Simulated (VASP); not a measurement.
# CaMn2Bi2 (P-3m1) in VASP: relaxation of shape and atoms at fixed volume with PBE

Aim: the relaxation of shape and atoms at fixed volume of CaMn2Bi2 with PBE.

Program: VASP 6.6.1. These are calculated values, not measurements. Logs are shortened: lines on timing, memory, paths and dates and some standing lists are left out, and cuts for length are marked.

## 1. The cell of the first run

The structure is trigonal, space group P-3m1 (No. 164). The conventional cell has a = 3.881 Å, b = 3.881 Å, c = 9.058 Å, α = 90.00°, β = 90.00°, γ = 120.00°. Within 4.3 Å of Ca (site symmetry -3m) lie 6 Bi at 3.28 Å and 6 Ca at 3.88 Å. Within 3.2 Å of Mn (site symmetry 3m) lie 3 Mn at 2.46 Å and 4 Bi at 2.65 to 2.77 Å. Within 3.5 Å of Bi (site symmetry 3m) lie 4 Mn at 2.65 to 2.77 Å and 3 Ca at 3.28 Å.

## 2. Relaxation of shape and atoms at fixed volume, PBE (23.64 Å³/atom)

Input file INCAR:

```
PREC     = Accurate       # precision mode
ENCUT    = 500            # plane-wave cutoff, eV
EDIFF    = 1E-7           # SCF threshold, eV
ISMEAR   = 0              # smearing method
SIGMA    = 0.05           # smearing width, eV
LREAL    = False          # projectors in reciprocal space
LASPH    = True           # aspherical terms in the spheres
NELM     = 120            # most SCF steps
ALGO     = Normal         # electronic algorithm
ISIF     = 4              # what is computed and relaxed
LWAVE    = False          # write WAVECAR
LCHARG   = False          # write CHGCAR
GGA      = PE             # functional
IBRION   = 2              # ionic algorithm
NSW      = 60             # ionic steps
EDIFFG   = -0.01          # ionic threshold
GGA_COMPAT= False        
NELMIN   = 4
```

Input file KPOINTS:

```
Automatic mesh
0
Gamma
  12 12 6
```

Input file POSCAR:

```
CaMn2Bi2
1.0
    3.8814313334      0.0000000000      0.0000000000
   -1.9407156667      3.3614181378      0.0000000000
    0.0000000000      0.0000000000      9.0576677335
Ca Mn Bi
1 2 2
Direct
    0.0000000000      0.0000000000      0.0000000000
    0.6666666667      0.3333333333      0.5561300001
    0.3333333333      0.6666666667      0.4438699999
    0.6666666667      0.3333333333      0.2638863536
    0.3333333333      0.6666666667      0.7361136464
```

Potentials or basis: VASP PAW PBE potentials, release 64 (Ca_sv, Mn_pv, Bi_d).

The run is started by

```
$ cat potpaw_PBE.64/Ca_sv/POTCAR potpaw_PBE.64/Mn_pv/POTCAR potpaw_PBE.64/Bi_d/POTCAR > POTCAR
$ mpirun -np 1 vasp_std > vasp.out
```

OUTCAR:

```text
PREC = Accurate
   ENCUT = 500
   EDIFF = 1E-7
   ISMEAR = 0
   LREAL = False
   LASPH = True
   NELM = 120
   ISIF = 4
   GGA = PE
   IBRION = 2
   NSW = 60
   EDIFFG = -0.01
   NELMIN = 4

 ion  position               nearest neighbor table
   1  0.000  0.000  0.000-   4 3.28   5 3.28   4 3.28   5 3.28   4 3.28   5 3.28
   2  0.667  0.333  0.556-   3 2.46   3 2.46   3 2.46   4 2.65   5 2.77   5 2.77   5 2.77
   3  0.333  0.667  0.444-   2 2.46   2 2.46   2 2.46   5 2.65   4 2.77   4 2.77   4 2.77
   4  0.667  0.333  0.264-   2 2.65   3 2.77   3 2.77   3 2.77   1 3.28   1 3.28   1 3.28
   5  0.333  0.667  0.736-   3 2.65   2 2.77   2 2.77   2 2.77   1 3.28   1 3.28   1 3.28

  LATTYP: Found a hexagonal cell.
 ALAT       =     3.8814313334
 C/A-ratio  =     2.3335895847

  Lattice vectors:

 A1 = (   3.8814313334,   0.0000000000,   0.0000000000)
 A2 = (  -1.9407156667,   3.3614181378,   0.0000000000)
 A3 = (   0.0000000000,   0.0000000000,   9.0576677335)

Analysis of symmetry for initial positions (statically):
=====================================================================
 Subroutine PRICEL returns:
 Original cell was already a primitive cell.

 Routine SETGRP: Setting up the symmetry group for a
 hexagonal supercell.

 Subroutine GETGRP returns: Found 12 space group operations
 (whereof 12 operations were pure point group operations)
 out of a pool of 24 trial point group operations.

The static configuration has the point symmetry D_3d.

Analysis of symmetry for dynamics (positions and initial velocities):
=====================================================================
 Subroutine PRICEL returns:
 Original cell was already a primitive cell.

 Routine SETGRP: Setting up the symmetry group for a
 hexagonal supercell.

 Subroutine GETGRP returns: Found 12 space group operations
 (whereof 12 operations were pure point group operations)
 out of a pool of 24 trial point group operations.

The dynamic configuration has the point symmetry D_3d.

 Subroutine INISYM returns: Found 12 space group operations
 (whereof 12 operations are pure point group operations),
 and found     1 'primitive' translations

----------------------------------------------------------------------------------------

                                     Primitive cell

  volume of cell :     118.1764

[... 101 lines left out ...]
   ISYM   =      2    0-nonsym 1-usesym 2-fastsym
   POTIM  = 0.5000    time-step for ionic-motion
   TEBEG  =    0.0;   TEEND  =   0.0 temperature during run
   PSTRESS=    0.0 pullay stress
   NELECT =      66.0000    total number of electrons
   NUPDOWN=      -1.0000    fix difference up-down
   EMIN   =  10.00;   EMAX   =-10.00  energy-range for DOS
   EFERMI =   0.00;   METHOD = LEGACY
   ISMEAR =     0;   SIGMA  =   0.05  broadening in eV -4-tet -1-fermi 0-gaus
   EFERMI_NEDOS =   21; number of points for ismear=-14 and -15
   IALGO  =     38    algorithm
   IMIX   =      4    mixing-type and parameters
     AMIX     =   0.40;   BMIX     =  1.00
     AMIX_MAG =   1.60;   BMIX_MAG =  1.00
  volume/ion in A,a.u.               =      23.64       159.50
  Fermi-wavevector in a.u.,A,eV,Ry     =   1.348174  2.547679 24.729574  1.817572
  Thomas-Fermi vector in A             =   2.475864
   LORBIT       =      0    0 simple, 1 ext, 2 COOP (PROOUT), +10 PAW based schemes
   GGA     = PE    functional components
   LHFCALC =     F    Hartree Fock is set to
   AEXX    =    0.0000 exact exchange contribution
   IVDW    =     0    specifies the selected vdW correction
   LEPSILON=     F    determine dielectric tensor
   LRPA    =     F    only Hartree local field effects (RPA)
 conjugate gradient relaxation of ions
 non-spin polarized calculation
 Gauss-broadening in eV      SIGMA  =   0.05
  energy-cutoff  :      500.00
  volume of cell :      118.18
 maximum number of plane-waves:      3033
   NGX = 15   NGY = 15   NGZ = 33

--------------------------------------- Ionic step        1  -------------------------------------------

 number of electron      65.9999995 magnetization

 Free energy of the ion-electron system (eV)
  ---------------------------------------------------
  ext. energy  EPLUGINS =         0.00000000
  ---------------------------------------------------
  free energy    TOTEN  =       -26.19862937 eV

  energy without entropy =      -26.18735156  energy(sigma->0) =      -26.19299046

------------------------ aborting loop because EDIFF is reached ----------------------------------------

  FORCE on cell =-STRESS in cart. coord.  units (eV):
  Direction    XX          YY          ZZ          XY          YZ          ZX
  --------------------------------------------------------------------------------------
  -------------------------------------------------------------------------------------
  Total       -0.9996033     -0.9996033     -1.2715690      0.0000000     -0.0000000      0.0000000
  in kB      -13.5521259    -13.5521259    -17.2393020      0.0000000     -0.0000000      0.0000000
  external PRESSURE =     -14.7811846 kB  Pullay stress =       0.0000000 kB
[... 143 lines left out ...]
--------------------------------------- Ionic step        5  -------------------------------------------

 number of electron      66.0000000 magnetization

 Free energy of the ion-electron system (eV)
  ---------------------------------------------------
  ext. energy  EPLUGINS =         0.00000000
  ---------------------------------------------------
  free energy    TOTEN  =       -26.20082313 eV

  energy without entropy =      -26.18980832  energy(sigma->0) =      -26.19531572

 E-fermi :   6.8353     XC(G=0): -10.3928

 val. band max:        6.8328081123   @ k =   0.4167   0.1667   0.0000
 cond. band min:       6.8354785356   @ k =   0.3333   0.1667   0.3333
 fundamental gap:      0.0026704233
 Fermi energy:         6.8353246352

 k-point     1 :       0.0000    0.0000    0.0000
  band No.  band energies     occupation
      1     -41.0770      2.00000
      2     -41.0770      2.00000
      3     -40.9931      2.00000
      4     -40.9460      2.00000
      5     -40.8523      2.00000
      6     -40.8523      2.00000
[... 997 lines left out ...]
     38       8.5045      0.00000
     39       8.9085      0.00000

 [... further k-points ...]

------------------------ aborting loop because EDIFF is reached ----------------------------------------

  FORCE on cell =-STRESS in cart. coord.  units (eV):
  Direction    XX          YY          ZZ          XY          YZ          ZX
  --------------------------------------------------------------------------------------
  -------------------------------------------------------------------------------------
  Total       -0.9002084     -0.9002084     -0.8693865      0.0000000      0.0000000      0.0000000
  in kB      -12.2045796    -12.2045796    -11.7867118      0.0000000      0.0000000      0.0000000
  external PRESSURE =     -12.0652903 kB  Pullay stress =       0.0000000 kB
[... 20 lines left out ...]
  FREE ENERGIE OF THE ION-ELECTRON SYSTEM (eV)
  ---------------------------------------------------
  free  energy   TOTEN  =       -26.2008231277 eV

  energy  without entropy=      -26.1898083214  energy(sigma->0) =      -26.19531572

 reached required accuracy - stopping structural energy minimisation
```

It took 19 min on 1 thread of Intel Xeon Platinum 8375C at 2.90GHz (Ice Lake), shared host; peak memory 0.53 GiB.

Results:

| Property | Result |
| --- | --- |
| Free energy | -26.2008 eV |
| Energy gained by relaxing | 0.4 meV/atom |
| Ionic steps | 5 |
| Pressure after relaxing | -1.2 GPa |
| Largest force after relaxing | 0.005 eV/Å |
| Band gap on the k mesh | zero (bands 33 and 34 overlap by 0.41 eV) |

Forces in eV/Å, atoms in the order of the input:
```
Ca   0.000  0.000  0.000
Mn   0.000  0.000 -0.005
Mn   0.000  0.000  0.005
Bi   0.000  0.000  0.005
Bi   0.000  0.000 -0.005
```

The path:
| step | energy change (eV) | largest force (eV/Å) | pressure (GPa) | volume (Å³) |
| --- | --- | --- | --- | --- |
| 1 | 0.0000 | 0.1488 | -1.48 | 118.18 |
| 2 | -0.0018 | 0.0545 | -1.28 | 118.18 |
| 3 | -0.0019 | 0.0454 | -1.24 | 118.18 |
| 4 | -0.0021 | 0.0146 | -1.22 | 118.18 |
| 5 | -0.0022 | 0.0054 | -1.21 | 118.18 |

Final structure:
```yaml
crystal:
  lattice:
    - [3.88427, 0.00000, 0.00000]
    - [-1.94213, 3.36388, 0.00000]
    - [0.00000, 0.00000, 9.04444]
  atoms:
    - { symbol: Ca, position: [0.00000, 0.00000, 0.00000] }
    - { symbol: Mn, position: [0.66667, 0.33333, 0.55606] }
    - { symbol: Mn, position: [0.33333, 0.66667, 0.44394] }
    - { symbol: Bi, position: [0.66667, 0.33333, 0.26529] }
    - { symbol: Bi, position: [0.33333, 0.66667, 0.73471] }
```

Caveat: spin-orbit coupling is left out, which moves the levels of the heavy elements; the run has no spin polarisation, though such a crystal can be magnetic.
